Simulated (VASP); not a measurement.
# Y (I4/mmm) in VASP: notebook

The runs below take Y through single point, with PBEsol.

Everything below comes from runs of VASP 6.6.1. Logs are shortened: lines on timing, memory, paths and dates and some standing lists are left out, and cuts for length are marked.

## 1. The cell of the first run

The structure is tetragonal, space group I4/mmm (No. 139). The conventional cell has a = 3.414 Å, b = 3.414 Å, c = 5.067 Å, α = 90.00°, β = 90.00°, γ = 90.00°. Y (site symmetry 4/mmm) has 12 Y at 3.41 to 3.50 Å within 4.5 Å.

## 2. Single point, PBEsol (biaxial strain in the a-b plane: -3.0 %)

File INCAR:

```
SYSTEM = Y
PREC = Accurate ; ENCUT = 520
EDIFF = 1E-6 ; ISMEAR = 0
SIGMA = 0.1 ; LREAL = .False.
LASPH = .True. ; NELM = 100
ALGO = Fast ; ISIF = 2
LWAVE = .False. ; LCHARG = .True.
GGA = PS ; LELF = .True.
LVHAR = .True. ; NBANDS = 18
```

File KPOINTS:

```
regular mesh
0
Gamma
  14 14 10
  0 0 0
```

File POSCAR:

```
Y
1.0
    2.4138181851      2.4138181851      0.0000000000
   -2.4138181851      2.4138181851      0.0000000000
    0.0000000000      0.0000000000      5.0665297163
Y
2
Direct
    0.0000000000      0.0000000000      0.0000000000
    0.5000000000      0.5000000000      0.5000000000
```

Potentials or basis: VASP PAW PBE potentials, release 64 (Y_sv).

On the command line:

```
> cat potpaw_PBE.64/Y_sv/POTCAR > POTCAR
> mpirun -np 1 vasp_std > vasp.out
```

OUTCAR:

```text
SYSTEM = Y
   PREC = Accurate
   ENCUT = 520
   EDIFF = 1E-6
   ISMEAR = 0
   LREAL = .False.
   LASPH = .True.
   NELM = 100
   ISIF = 2
   GGA = PS

 ion  position               nearest neighbor table
   1  0.000  0.000  0.000-   2 3.50   2 3.50   2 3.50   2 3.50   2 3.50   2 3.50   2 3.50   2 3.50

   2  0.500  0.500  0.500-   1 3.50   1 3.50   1 3.50   1 3.50   1 3.50   1 3.50   1 3.50   1 3.50

  LATTYP: Found a simple tetragonal cell.
 ALAT       =     3.4136544145
 C/A-ratio  =     1.4841952644

  Lattice vectors:

 A1 = (   2.4138181851,   2.4138181851,   0.0000000000)
 A2 = (  -2.4138181851,   2.4138181851,   0.0000000000)
 A3 = (   0.0000000000,   0.0000000000,   5.0665297163)

Analysis of symmetry for initial positions (statically):
=====================================================================
 Subroutine PRICEL returns following result:

  LATTYP: Found a body centered tetragonal cell.
 ALAT       =     3.4136544145
 C/A-ratio  =     1.4841952644

  Lattice vectors:

 A1 = (   2.4138181851,   0.0000000000,  -2.5332648582)
 A2 = (  -2.4138181851,   0.0000000000,  -2.5332648581)
 A3 = (   0.0000000000,   2.4138181851,   2.5332648581)

   2 primitive cells build up your supercell.

 Routine SETGRP: Setting up the symmetry group for a
 simple tetragonal supercell.

 Subroutine GETGRP returns: Found 16 space group operations
 (whereof 16 operations were pure point group operations)
 out of a pool of 16 trial point group operations.

The static configuration has the point symmetry D_4h.

Analysis of symmetry for dynamics (positions and initial velocities):
=====================================================================
 Subroutine PRICEL returns following result:

  LATTYP: Found a body centered tetragonal cell.
 ALAT       =     3.4136544145
 C/A-ratio  =     1.4841952644

  Lattice vectors:

 A1 = (   2.4138181851,   0.0000000000,  -2.5332648582)
 A2 = (  -2.4138181851,   0.0000000000,  -2.5332648581)
 A3 = (   0.0000000000,   2.4138181851,   2.5332648581)

   2 primitive cells build up your supercell.

 Routine SETGRP: Setting up the symmetry group for a
 simple tetragonal supercell.

 Subroutine GETGRP returns: Found 16 space group operations
 (whereof 16 operations were pure point group operations)
 out of a pool of 16 trial point group operations.

The dynamic configuration has the point symmetry D_4h.

 Subroutine INISYM returns: Found 16 space group operations
 (whereof 16 operations are pure point group operations),
 and found     2 'primitive' translations

----------------------------------------------------------------------------------------

                                     Primitive cell

  volume of cell :      29.5202

  direct lattice vectors                    reciprocal lattice vectors
     2.413818185  0.000000000 -2.533264858     0.207140705  0.207140705 -0.197373756
    -2.413818185  0.000000000 -2.533264858    -0.207140705  0.207140705 -0.197373756
     0.000000000  2.413818185  2.533264858     0.000000000  0.414281410  0.000000000

  length of vectors
     3.499135475  3.499135475  3.499135475     0.353229306  0.353229306  0.414281410

  position of ions in fractional coordinates (direct lattice)
     0.000000000  0.000000000  0.000000000

  ion indices of the primitive-cell ions
   primitive index   ion index
                 1           1

----------------------------------------------------------------------------------------

 KPOINTS: regular mesh

Automatic generation of k-mesh.
 Grid dimensions read from file:
 generate k-points for:   14   14   10

 Generating k-lattice:

  Cartesian coordinates                     Fractional coordinates (reciprocal lattice)
     0.014795765  0.014795765  0.000000000     0.071428571  0.000000000  0.000000000
    -0.014795765  0.014795765  0.000000000     0.000000000  0.071428571  0.000000000
     0.000000000  0.000000000  0.019737376     0.000000000  0.000000000  0.100000000

  Length of vectors
     0.020924371  0.020924371  0.019737376

  Shift w.r.t. Gamma in fractional coordinates (k-lattice)
     0.000000000  0.000000000  0.000000000

 Subroutine IBZKPT returns following result:
 ===========================================

 Found    216 irreducible k-points:

 Following reciprocal coordinates:
            Coordinates               Weight
  0.000000  0.000000  0.000000      1.000000
  0.071429  0.000000  0.000000      4.000000
  0.142857  0.000000  0.000000      4.000000
  0.214286  0.000000  0.000000      4.000000
  0.285714  0.000000  0.000000      4.000000
  0.357143  0.000000  0.000000      4.000000
[... 16 lines left out ...]
  0.285714  0.214286  0.000000      8.000000
  0.357143  0.214286  0.000000      8.000000
 [... further k-points ...]
   k-points           NKPTS =    216   k-points in BZ     NKDIM =    216   number of bands    NBANDS=     18
   number of dos      NEDOS =    301   number of ions     NIONS =      2
   total plane-waves  NPLWV =  31360
   dimension x,y,z NGX =    28 NGY =   28 NGZ =   40
   dimension x,y,z NGXF=    56 NGYF=   56 NGZF=   80
   ions per type =               2
   NGX,Y,Z   is equivalent  to a cutoff of  13.64, 13.64, 13.13 a.u.
   NGXF,Y,Z  is equivalent  to a cutoff of  27.27, 27.27, 26.25 a.u.
 SYSTEM =  Y
   PREC   = accura    normal or accurate (medium, high low for compatibility)
   ISTART =      0    job   : 0-new  1-cont  2-samecut
   ICHARG =      2    charge: 1-file 2-atom 10-const
   ISPIN  =      1    spin polarized calculation?
   LNONCOLLINEAR =      F non collinear calculations
   LSORBIT =      F    spin-orbit coupling
   LASPH  =      T    aspherical Exc in radial PAW
   ENCUT  =  520.0 eV  38.22 Ry    6.18 a.u.   6.35  6.35  9.42*2*pi/ulx,y,z
   NELM   =    100;   NELMIN=  2; NELMDL= -5     # of ELM steps
   EDIFF  = 0.1E-05   stopping-criterion for ELM
   LREAL  =      F    real-space projection
   EDIFFG = 0.1E-04   stopping-criterion for IOM
   NSW    =      0    number of steps for IOM
   IBRION =     -1    ionic relax: 0-MD 1-quasi-New 2-CG
   NFREE  =      0    steps in history (QN), initial steepest desc. (CG)
   ISIF   =      2    stress and relaxation
   ISYM   =      2    0-nonsym 1-usesym 2-fastsym
   POTIM  = 0.5000    time-step for ionic-motion
   TEBEG  =    0.0;   TEEND  =   0.0 temperature during run
   PSTRESS=    0.0 pullay stress
   NELECT =      22.0000    total number of electrons
   NUPDOWN=      -1.0000    fix difference up-down
   EMIN   =  10.00;   EMAX   =-10.00  energy-range for DOS
   EFERMI =   0.00;   METHOD = LEGACY
   ISMEAR =     0;   SIGMA  =   0.10  broadening in eV -4-tet -1-fermi 0-gaus
   EFERMI_NEDOS =   21; number of points for ismear=-14 and -15
   IALGO  =     68    algorithm
   IMIX   =      4    mixing-type and parameters
     AMIX     =   0.40;   BMIX     =  1.00
     AMIX_MAG =   1.60;   BMIX_MAG =  1.00
  volume/ion in A,a.u.               =      29.52       199.21
  Fermi-wavevector in a.u.,A,eV,Ry     =   1.178056  2.226202 18.882373  1.387815
  Thomas-Fermi vector in A             =   2.314391
   LORBIT       =      0    0 simple, 1 ext, 2 COOP (PROOUT), +10 PAW based schemes
   GGA     = PS    functional components
   LHFCALC =     F    Hartree Fock is set to
   AEXX    =    0.0000 exact exchange contribution
   IVDW    =     0    specifies the selected vdW correction
   LEPSILON=     F    determine dielectric tensor
   LRPA    =     F    only Hartree local field effects (RPA)
 non-spin polarized calculation
 RMM-DIIS sequential band-by-band and
 Gauss-broadening in eV      SIGMA  =   0.10
  energy-cutoff  :      520.00
  volume of cell :       59.04
 maximum number of plane-waves:      1612
 NGX is ok and might be reduce to    28
   NGX = 13   NGY = 13   NGZ = 19

 number of electron      22.0000001 magnetization

 Free energy of the ion-electron system (eV)
  ---------------------------------------------------
  ext. energy  EPLUGINS =         0.00000000
  ---------------------------------------------------
  free energy    TOTEN  =       -13.58926474 eV

  energy without entropy =      -13.57637186  energy(sigma->0) =      -13.58281830

 E-fermi :   3.4626     XC(G=0):  -9.9572

 val. band max:        3.4465655135   @ k =   0.2857   0.2143   0.1000
 cond. band min:       3.4686342169   @ k =   0.1429   0.1429   0.4000
 fundamental gap:      0.0220687034
 Fermi energy:         3.4625933374

 k-point     1 :       0.0000    0.0000    0.0000
  band No.  band energies     occupation
      1     -38.8993      2.00000
      2     -38.7792      2.00000
      3     -19.2572      2.00000
      4     -18.7646      2.00000
      5     -18.7646      2.00000
      6     -18.5326      2.00000
[... 10 lines left out ...]
     17       7.9223      0.00000
     18       9.6766      0.00000

 k-point     2 :       0.0714    0.0000    0.0000
  band No.  band energies     occupation
      1     -38.8959      2.00000
      2     -38.7787      2.00000
      3     -19.2459      2.00000
      4     -18.7868      2.00000
      5     -18.7595      2.00000
      6     -18.5544      2.00000
[... 10 lines left out ...]
     17       7.8074      0.00000
     18       9.0236      0.00000

 k-point     3 :       0.1429    0.0000    0.0000
  band No.  band energies     occupation
      1     -38.8859      2.00000
      2     -38.7775      2.00000
      3     -19.2131      2.00000
      4     -18.8480      2.00000
      5     -18.7448      2.00000
      6     -18.6355      2.00000
[... 10 lines left out ...]
     17       7.5116      0.00000
     18       8.4006      0.00000

 k-point     4 :       0.2143    0.0000    0.0000
  band No.  band energies     occupation
      1     -38.8707      2.00000
      2     -38.7764      2.00000
      3     -19.1611      2.00000
      4     -18.9337      2.00000
      5     -18.7518      2.00000
      6     -18.7221      2.00000
[... 375 lines left out ...]
      4     -18.9665      2.00000
      5     -18.8393      2.00000
      6     -18.8195      2.00000
[... 10 lines left out ...]
     17       6.5291      0.00000
     18       8.0101      0.00000

 k-point    23 :       0.2857    0.2143    0.0000
  band No.  band energies     occupation
      1     -38.8285      2.00000
      2     -38.7694      2.00000
      3     -19.0365      2.00000
      4     -19.0237      2.00000
      5     -18.9368      2.00000
      6     -18.8151      2.00000
[... 10 lines left out ...]
     17       6.6451      0.00000
     18       8.2494      0.00000

 k-point    24 :       0.3571    0.2143    0.0000
  band No.  band energies     occupation
      1     -38.8114      2.00000
      2     -38.7702      2.00000
      3     -19.1070      2.00000
      4     -19.0381      2.00000
      5     -18.9593      2.00000
      6     -18.7934      2.00000
[... 10 lines left out ...]
     17       7.0458      0.00000
     18       8.7163      0.00000

 [... further k-points ...]
[... 5 lines left out ...]
  --------------------------------------------------------------------------------------
  -------------------------------------------------------------------------------------
  Total        0.8524221      0.8524221      0.2393120      0.0000000      0.0000000      0.0000000
  in kB       23.1321278     23.1321278      6.4941945      0.0000000      0.0000000      0.0000000
  external PRESSURE =      17.5861500 kB  Pullay stress =       0.0000000 kB

 VOLUME and BASIS-vectors are now :
 -----------------------------------------------------------------------------
  energy-cutoff  :      520.00
  volume of cell :       59.04
      direct lattice vectors                 reciprocal lattice vectors
     2.413818185  2.413818185  0.000000000     0.207140705  0.207140705  0.000000000
    -2.413818185  2.413818185  0.000000000    -0.207140705  0.207140705  0.000000000
     0.000000000  0.000000000  5.066529716     0.000000000  0.000000000  0.197373756

 POSITION                                       TOTAL-FORCE (eV/Angst)
 -----------------------------------------------------------------------------------
      0.00000      0.00000      0.00000         0.000000      0.000000      0.000000
      0.00000      2.41382      2.53326        -0.000000     -0.000000     -0.000000
 -----------------------------------------------------------------------------------
    total drift:                               -0.000000      0.000000      0.000000

  FREE ENERGIE OF THE ION-ELECTRON SYSTEM (eV)
  ---------------------------------------------------
  free  energy   TOTEN  =       -13.5892647400 eV

  energy  without entropy=      -13.5763718574  energy(sigma->0) =      -13.58281830
```

Wall time 2.6 min (1 thread of Intel Xeon Platinum 8559C (Emerald Rapids), shared host); peak memory 0.35 GiB.

What came out:

* Free energy: -13.5893 eV
* Pressure: 1.8 GPa
* Band gap on the k mesh: zero (band 11 reaches 4.41 eV, above the bottom of band 12 at 2.37 eV)

Caveat: the cell differs from its parent crystal (biaxial strain in the a-b plane: -3.0 %); the PAW data sets were made with another functional, which shifts forces and pressure a little.

## 3. Single point, PBEsol (biaxial strain in the a-b plane: -3.0 %, then relaxed in part)

File INCAR:

```
PREC = Accurate
ENCUT = 520
EDIFF = 1E-6
ISMEAR = 0
SIGMA = 0.1
LREAL = False
LASPH = True
NELM = 60
ALGO = Fast
ISIF = 2
LWAVE = False
LCHARG = True
GGA = PS
LELF = True
LVHAR = True
NBANDS = 18
```

File KPOINTS:

```
Automatic mesh
0
Gamma
  14 14 10
```

POSCAR, as its differences from that of step 2:

```diff
@@ -4,3 +4,3 @@
    -2.4138181851      2.4138181851      0.0000000000
-    0.0000000000      0.0000000000      5.0665297163
+    0.0000000000      0.0000000000      5.1251160277
 Y
```

Potentials or basis: VASP PAW PBE potentials, release 64 (Y_sv).

On the command line:

```
> cat potpaw_PBE.64/Y_sv/POTCAR > POTCAR
> mpirun -np 1 vasp_std > vasp.out
```

It took 2.8 min on 1 thread of Intel Xeon Platinum 8559C (Emerald Rapids), shared host; peak memory 0.35 GiB.

It converged, with:

- Free energy: -13.5904 eV
- Pressure: 1.2 GPa
- Band gap on the k mesh: zero (band 11 reaches 4.32 eV, above the bottom of band 12 at 2.33 eV)

Stress tensor (GPa, compression positive):
```
 1.91  0.00  0.00
 0.00  1.91  0.00
 0.00  0.00 -0.16
```

Levels at points of the mesh, in eV from the Fermi level:
| k point | band 8 | band 9 | band 10 | band 11 | band 12 | band 13 | band 14 | band 15 |
| --- | --- | --- | --- | --- | --- | --- | --- | --- |
| (0.00, 0.00, 0.00) | -22.03 | -4.89 | -2.00 | -0.95 | 1.52 | 1.99 | 2.07 | 2.07 |
| (0.50, 0.00, 0.00) | -22.09 | -1.45 | -1.45 | 0.13 | 0.13 | 0.62 | 0.62 | 2.87 |
| (0.50, 0.50, 0.00) | -22.28 | -1.94 | -1.94 | -1.07 | -1.07 | 2.76 | 2.76 | 5.66 |
| (0.00, 0.00, 0.50) | -22.14 | -3.09 | -3.09 | 0.04 | 0.04 | 1.52 | 1.52 | 3.39 |
| (0.50, 0.00, 0.50) | -22.09 | -2.10 | -2.10 | 0.91 | 0.91 | 1.39 | 1.39 | 1.98 |
| (0.50, 0.50, 0.50) | -22.28 | -1.00 | -1.00 | 0.35 | 0.35 | 0.35 | 0.35 | 2.65 |

Caveat: the cell differs from its parent crystal (biaxial strain in the a-b plane: -3.0 %, then relaxed in part); the PAW data sets were made with another functional, which shifts forces and pressure a little.
